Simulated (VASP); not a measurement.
**PbSe: single point with HSE06**

The system is PbSe.

```
CELL_PARAMETERS angstrom
3.85854 0.00000 0.00000
0.00000 3.85854 0.00000
0.00000 0.00000 3.85854
ATOMIC_POSITIONS crystal
Pb 0.00000 0.00000 0.00000
Se 0.50000 0.50000 0.50000
```

```yaml
Program: VASP 6.6.1
Task: single point
Functional: HSE06
Potentials_or_basis: VASP PAW PBE potentials, release 64 (Pb_d, Se)
Cutoff: 520 eV
k_mesh: 4 × 4 × 4
Occupations: fermi-dirac, width 0.05 eV
Spin: no spin polarisation
```

```json
{
 "Pressure": "-3.7 GPa",
 "Band gap on the k mesh": "zero (band 10 reaches 4.40 eV, above the bottom of band 11 at 4.26 eV)"
}
```

Levels at points of the mesh, in eV from the Fermi level:
```csv
k point,band 8,band 9,band 10,band 11,band 12,band 13
"(0.00, 0.00, 0.00)",-1.52,-1.52,-1.52,5.83,5.83,6.58
"(0.50, 0.00, 0.00)",-0.35,-0.29,-0.29,0.54,3.95,3.95
"(0.50, 0.50, 0.00)",-4.43,-4.43,0.03,4.70,4.70,5.53
"(0.50, 0.50, 0.50)",-2.40,-2.40,-2.40,-0.11,-0.11,-0.11
```

Wall time 5.9 min on 1 thread of Intel(R) Xeon(R) Platinum 8488C (Sapphire Rapids), on a shared host, peak memory 0.28 GiB.

Caveat: the k points lie up to 0.41 Å⁻¹ apart; the PAW data sets were made with another functional, which shifts forces and pressure a little; spin-orbit coupling is left out, which moves the levels of the heavy elements.
